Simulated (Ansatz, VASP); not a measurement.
AlN in VASP and in Ansatz

```
CELL_PARAMETERS angstrom
0.00000 2.03530 2.03530
2.03530 0.00000 2.03530
2.03530 2.03530 0.00000
ATOMIC_POSITIONS crystal
Al 0.00000 0.00000 0.00000
N 0.50000 0.50000 0.50000
```

Alike in both runs: functional PBE; k mesh 10 × 10 × 10; no spin polarisation.

Ansatz relaxed the structure, and its values are those at the end. VASP's run is a single point on that final structure, the one shown.

|  | VASP | Ansatz |
| --- | --- | --- |
| version | VASP 6.6.1 | Ansatz 0.2.0 |
| potentials or method | VASP PAW PBE potentials, release 64 (Al, N), cutoff 600 eV | plane waves, PAW |
| occupations | gaussian, width 0.01 eV | fixed |
| valence electrons in the cell | 8 | 8 |

|  | VASP | Ansatz | Ansatz less VASP |
| --- | --- | --- | --- |
| pressure (GPa) | -0.4 | 0.0 | +0.44 |
